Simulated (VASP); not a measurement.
# Ge (Pmmm) in VASP: a series of runs

Ge is run at these levels: PBE; tasks: single point, relaxation of cell and atoms.

All numbers are computed with VASP 6.6.1; they aren't measurements. Logs are shortened: lines on timing, memory, paths and dates and some standing lists are left out, and cuts for length are marked.

### 1 The cell of the first run

Symmetry: Pmmm, No. 47, orthorhombic system. Conventional cell: a = 3.822 Å, b = 4.124 Å, c = 5.236 Å, α = 90.00°, β = 90.00°, γ = 90.00°. Within 3.1 Å of Ge (site symmetry mm2) lie 8 Ge at 2.30 to 3.09 Å. Within 2.7 Å of Ge (site symmetry mmm) lie 2 Ge at 2.06 Å. Within 2.7 Å of Ge (site symmetry mmm) lie 6 Ge at 2.06 to 2.30 Å.

The cell was generated, and may not be a known phase.

### 2 Single point, PBE

INCAR reads:

```
ALGO     = Normal         # electronic algorithm
EDIFF    = 1E-6           # SCF threshold, eV
ENCUT    = 520            # plane-wave cutoff, eV
GGA      = PE             # functional
ISIF     = 2              # what is computed and relaxed
ISMEAR   = 0              # smearing method
LASPH    = True           # aspherical terms in the spheres
LCHARG   = False          # write CHGCAR
LREAL    = False          # projectors in reciprocal space
LWAVE    = False          # write WAVECAR
NBANDS   = 36             # bands
NELM     = 100            # most SCF steps
PREC     = Accurate       # precision mode
SIGMA    = 0.1            # smearing width, eV
```

KPOINTS reads:

```
k-points
0
Gamma
  4 4 4
```

POSCAR reads:

```
Ge
1.0
    3.8218137100      0.0000000000      0.0000000000
    0.0000000000      4.1239306700      0.0000000000
    0.0000000000      0.0000000000      5.2355160200
Ge
4
Direct
    0.5000000000      0.0000000000      0.7539133100
    0.5000000000      0.0000000000      0.2460866900
    0.0000000000      0.5000000000      0.0000000000
    0.0000000000      0.0000000000      0.0000000000
```

Potentials or basis: VASP PAW PBE potentials, release 64 (Ge_d).

Started as:

```bash
$ cat potpaw_PBE.64/Ge_d/POTCAR > POTCAR
$ mpirun -np 1 vasp_std > vasp.out
```

OUTCAR:

```text
EDIFF = 1E-6
   ENCUT = 520
   GGA = PE
   ISIF = 2
   ISMEAR = 0
   LASPH = True
   LREAL = False
   NELM = 100
   PREC = Accurate

 ion  position               nearest neighbor table
   1  0.500  0.000  0.754-   4 2.30   4 2.30   2 2.58   2 2.66
   2  0.500  0.000  0.246-   4 2.30   4 2.30   1 2.58   1 2.66
   3  0.000  0.500  0.000-   4 2.06   4 2.06
   4  0.000  0.000  0.000-   3 2.06   3 2.06   1 2.30   2 2.30   1 2.30   2 2.30

  LATTYP: Found a simple orthorhombic cell.
 ALAT       =     3.8218137100
 B/A-ratio  =     1.0790506767
 C/A-ratio  =     1.3699035111

  Lattice vectors:

 A1 = (   3.8218137100,   0.0000000000,   0.0000000000)
 A2 = (   0.0000000000,   4.1239306700,   0.0000000000)
 A3 = (   0.0000000000,   0.0000000000,   5.2355160200)

Analysis of symmetry for initial positions (statically):
=====================================================================
 Subroutine PRICEL returns:
 Original cell was already a primitive cell.

 Routine SETGRP: Setting up the symmetry group for a
 simple orthorhombic supercell.

 Subroutine GETGRP returns: Found  8 space group operations
 (whereof  8 operations were pure point group operations)
 out of a pool of  8 trial point group operations.

The static configuration has the point symmetry D_2h.

Analysis of symmetry for dynamics (positions and initial velocities):
=====================================================================
 Subroutine PRICEL returns:
 Original cell was already a primitive cell.

 Routine SETGRP: Setting up the symmetry group for a
 simple orthorhombic supercell.

 Subroutine GETGRP returns: Found  8 space group operations
 (whereof  8 operations were pure point group operations)
 out of a pool of  8 trial point group operations.

The dynamic configuration has the point symmetry D_2h.

 Subroutine INISYM returns: Found  8 space group operations
 (whereof  8 operations are pure point group operations),
 and found     1 'primitive' translations

----------------------------------------------------------------------------------------

                                     Primitive cell

  volume of cell :      82.5164

  direct lattice vectors                    reciprocal lattice vectors
     3.821813710  0.000000000  0.000000000     0.261655872  0.000000000  0.000000000
     0.000000000  4.123930670  0.000000000     0.000000000  0.242487103  0.000000000
     0.000000000  0.000000000  5.235516020     0.000000000  0.000000000  0.191003140

  length of vectors
     3.821813710  4.123930670  5.235516020     0.261655872  0.242487103  0.191003140

  position of ions in fractional coordinates (direct lattice)
     0.500000000  0.000000000  0.753913310
     0.500000000  0.000000000  0.246086690
     0.000000000  0.500000000  0.000000000
     0.000000000  0.000000000  0.000000000

  ion indices of the primitive-cell ions
   primitive index   ion index
                 1           1
                 2           2
                 3           3
                 4           4

----------------------------------------------------------------------------------------

 KPOINTS: k-points

Automatic generation of k-mesh.
 Grid dimensions read from file:
 generate k-points for:    4    4    4

 Generating k-lattice:

  Cartesian coordinates                     Fractional coordinates (reciprocal lattice)
     0.065413968  0.000000000  0.000000000     0.250000000  0.000000000  0.000000000
     0.000000000  0.060621776  0.000000000     0.000000000  0.250000000  0.000000000
     0.000000000  0.000000000  0.047750785     0.000000000  0.000000000  0.250000000

  Length of vectors
     0.065413968  0.060621776  0.047750785

  Shift w.r.t. Gamma in fractional coordinates (k-lattice)
     0.000000000  0.000000000  0.000000000

 Subroutine IBZKPT returns following result:
 ===========================================

 Found     27 irreducible k-points:

 Following reciprocal coordinates:
            Coordinates               Weight
  0.000000  0.000000  0.000000      1.000000
  0.250000  0.000000  0.000000      2.000000
  0.500000  0.000000  0.000000      1.000000
  0.000000  0.250000  0.000000      2.000000
  0.250000  0.250000  0.000000      4.000000
  0.500000  0.250000  0.000000      2.000000
[... 16 lines left out ...]
  0.250000  0.250000  0.500000      4.000000
  0.500000  0.250000  0.500000      2.000000
 [... further k-points ...]
   k-points           NKPTS =     27   k-points in BZ     NKDIM =     27   number of bands    NBANDS=     36
   number of dos      NEDOS =    301   number of ions     NIONS =      4
   total plane-waves  NPLWV =  35840
   dimension x,y,z NGX =    28 NGY =   32 NGZ =   40
   dimension x,y,z NGXF=    56 NGYF=   64 NGZF=   80
   ions per type =               4
   NGX,Y,Z   is equivalent  to a cutoff of  12.18, 12.90, 12.70 a.u.
   NGXF,Y,Z  is equivalent  to a cutoff of  24.36, 25.80, 25.40 a.u.
 SYSTEM =  unknown system
   PREC   = accura    normal or accurate (medium, high low for compatibility)
   ISTART =      0    job   : 0-new  1-cont  2-samecut
   ICHARG =      2    charge: 1-file 2-atom 10-const
   ISPIN  =      1    spin polarized calculation?
   LNONCOLLINEAR =      F non collinear calculations
   LSORBIT =      F    spin-orbit coupling
   LASPH  =      T    aspherical Exc in radial PAW
   ENCUT  =  520.0 eV  38.22 Ry    6.18 a.u.   7.11  7.67  9.73*2*pi/ulx,y,z
   NELM   =    100;   NELMIN=  2; NELMDL= -5     # of ELM steps
   EDIFF  = 0.1E-05   stopping-criterion for ELM
   LREAL  =      F    real-space projection
   EDIFFG = 0.1E-04   stopping-criterion for IOM
   NSW    =      0    number of steps for IOM
   IBRION =     -1    ionic relax: 0-MD 1-quasi-New 2-CG
   NFREE  =      0    steps in history (QN), initial steepest desc. (CG)
   ISIF   =      2    stress and relaxation
   ISYM   =      2    0-nonsym 1-usesym 2-fastsym
   POTIM  = 0.5000    time-step for ionic-motion
   TEBEG  =    0.0;   TEEND  =   0.0 temperature during run
   PSTRESS=    0.0 pullay stress
   NELECT =      56.0000    total number of electrons
   NUPDOWN=      -1.0000    fix difference up-down
   EMIN   =  10.00;   EMAX   =-10.00  energy-range for DOS
   EFERMI =   0.00;   METHOD = LEGACY
   ISMEAR =     0;   SIGMA  =   0.10  broadening in eV -4-tet -1-fermi 0-gaus
   EFERMI_NEDOS =   21; number of points for ismear=-14 and -15
   IALGO  =     38    algorithm
   IMIX   =      4    mixing-type and parameters
     AMIX     =   0.40;   BMIX     =  1.00
     AMIX_MAG =   1.60;   BMIX_MAG =  1.00
  volume/ion in A,a.u.               =      20.63       139.21
  Fermi-wavevector in a.u.,A,eV,Ry     =   1.438657  2.718668 28.160456  2.069735
  Thomas-Fermi vector in A             =   2.557600
   LORBIT       =      0    0 simple, 1 ext, 2 COOP (PROOUT), +10 PAW based schemes
   GGA     = PE    functional components
   LHFCALC =     F    Hartree Fock is set to
   AEXX    =    0.0000 exact exchange contribution
   IVDW    =     0    specifies the selected vdW correction
   LEPSILON=     F    determine dielectric tensor
   LRPA    =     F    only Hartree local field effects (RPA)
 non-spin polarized calculation
 Gauss-broadening in eV      SIGMA  =   0.10
  energy-cutoff  :      520.00
  volume of cell :       82.52
 maximum number of plane-waves:      2246
   NGX = 15   NGY = 15   NGZ = 19

 number of electron      56.0000033 magnetization

 Free energy of the ion-electron system (eV)
  ---------------------------------------------------
  ext. energy  EPLUGINS =         0.00000000
  ---------------------------------------------------
  free energy    TOTEN  =       -11.02905572 eV

  energy without entropy =      -11.01619750  energy(sigma->0) =      -11.02262661

 E-fermi :   6.1543     XC(G=0): -10.2668

 val. band max:        6.1177278250   @ k =   0.0000   0.0000   0.5000
 cond. band min:       6.1628905627   @ k =   0.5000   0.2500   0.5000
 fundamental gap:      0.0451627377
 Fermi energy:         6.1543036055

 k-point     1 :       0.0000    0.0000    0.0000
  band No.  band energies     occupation
      1     -20.5854      2.00000
      2     -20.0518      2.00000
      3     -19.9846      2.00000
      4     -19.9746      2.00000
      5     -19.8708      2.00000
      6     -19.2462      2.00000
[... 28 lines left out ...]
     35      11.7287      0.00000
     36      13.3735      0.00000

 k-point     2 :       0.2500    0.0000    0.0000
  band No.  band energies     occupation
      1     -20.5855      2.00000
      2     -20.0524      2.00000
      3     -19.9906      2.00000
      4     -19.9742      2.00000
      5     -19.8766      2.00000
      6     -19.2921      2.00000
[... 28 lines left out ...]
     35      12.8624      0.00000
     36      12.9221      0.00000

 k-point     3 :       0.5000    0.0000    0.0000
  band No.  band energies     occupation
      1     -20.5857      2.00000
      2     -20.0530      2.00000
      3     -19.9966      2.00000
      4     -19.9733      2.00000
      5     -19.8831      2.00000
      6     -19.2905      2.00000
[... 28 lines left out ...]
     35      13.3634      0.00000
     36      14.1326      0.00000

 k-point     4 :       0.0000    0.2500    0.0000
  band No.  band energies     occupation
      1     -20.3801      2.00000
      2     -19.9812      2.00000
      3     -19.9727      2.00000
      4     -19.9126      2.00000
      5     -19.8668      2.00000
      6     -19.2684      2.00000
[... 28 lines left out ...]
     35      11.6187      0.00000
     36      12.9761      0.00000

 k-point     5 :       0.2500    0.2500    0.0000
  band No.  band energies     occupation
      1     -20.3812      2.00000
      2     -19.9813      2.00000
      3     -19.9724      2.00000
      4     -19.9190      2.00000
      5     -19.8712      2.00000
      6     -19.3042      2.00000
[... 655 lines left out ...]
 k-point    22 :       0.0000    0.2500    0.5000
  band No.  band energies     occupation
      1     -20.3798      2.00000
      2     -19.9810      2.00000
      3     -19.9763      2.00000
      4     -19.9128      2.00000
      5     -19.8594      2.00000
      6     -19.2592      2.00000
[... 28 lines left out ...]
     35      13.1678      0.00000
     36      14.2531      0.00000

 k-point    23 :       0.2500    0.2500    0.5000
  band No.  band energies     occupation
      1     -20.3808      2.00000
      2     -19.9809      2.00000
      3     -19.9748      2.00000
      4     -19.9191      2.00000
      5     -19.8652      2.00000
      6     -19.2732      2.00000
[... 28 lines left out ...]
     35      12.6983      0.00000
     36      13.2954      0.00000

 k-point    24 :       0.5000    0.2500    0.5000
  band No.  band energies     occupation
      1     -20.3821      2.00000
      2     -19.9808      2.00000
      3     -19.9725      2.00000
      4     -19.9255      2.00000
      5     -19.8710      2.00000
      6     -19.2528      2.00000
[... 28 lines left out ...]
     35      14.6047      0.00000
     36      14.6672      0.00000

 [... further k-points ...]

------------------------ aborting loop because EDIFF is reached ----------------------------------------

  FORCE on cell =-STRESS in cart. coord.  units (eV):
  Direction    XX          YY          ZZ          XY          YZ          ZX
  --------------------------------------------------------------------------------------
  -------------------------------------------------------------------------------------
  Total       16.3610822     31.1272540     11.0899868      0.0000000      0.0000000      0.0000000
  in kB      317.6744213    604.3813164    215.3283677      0.0000000      0.0000000      0.0000000
  external PRESSURE =     379.1280351 kB  Pullay stress =       0.0000000 kB

 VOLUME and BASIS-vectors are now :
 -----------------------------------------------------------------------------
  energy-cutoff  :      520.00
  volume of cell :       82.52
      direct lattice vectors                 reciprocal lattice vectors
     3.821813710  0.000000000  0.000000000     0.261655872  0.000000000  0.000000000
     0.000000000  4.123930670  0.000000000     0.000000000  0.242487103  0.000000000
     0.000000000  0.000000000  5.235516020     0.000000000  0.000000000  0.191003140

 POSITION                                       TOTAL-FORCE (eV/Angst)
 -----------------------------------------------------------------------------------
      1.91091      0.00000      3.94713         0.000000      0.000000     -4.085199
      1.91091      0.00000      1.28839         0.000000      0.000000      4.085199
      0.00000      2.06197      0.00000         0.000000      0.000000      0.000000
      0.00000      0.00000      0.00000         0.000000      0.000000      0.000000
 -----------------------------------------------------------------------------------
    total drift:                                0.000000      0.000000      0.000000

  FREE ENERGIE OF THE ION-ELECTRON SYSTEM (eV)
  ---------------------------------------------------
  free  energy   TOTEN  =       -11.0290557192 eV

  energy  without entropy=      -11.0161975029  energy(sigma->0) =      -11.02262661
```

Wall time 1.8 min (1 thread of Intel Xeon Platinum 8259CL at 2.50GHz (Skylake/Cascade Lake), shared host); peak memory 0.2 GiB.

What came out:

```
Free energy            : -11.0291 eV
Pressure               : 37.9 GPa
Largest force          : 4.085 eV/Å
Band gap on the k mesh : zero (bands 28 and 29 overlap by 1.66 eV)
```

Forces on the atoms (eV/Å):
```
Ge   0.000  0.000 -4.085
Ge   0.000  0.000  4.085
Ge   0.000  0.000  0.000
Ge   0.000  0.000  0.000
```

Caveat: the k points lie up to 0.41 Å⁻¹ apart, too coarse for converged energies and pressures of a metal; forces of over 1 eV/Å act on the atoms, so gaps and moduli don't describe the material at rest.

[end of part 1 of 2]

The gap in the log of VASP goes by the Fermi energy; the results here count the filled bands.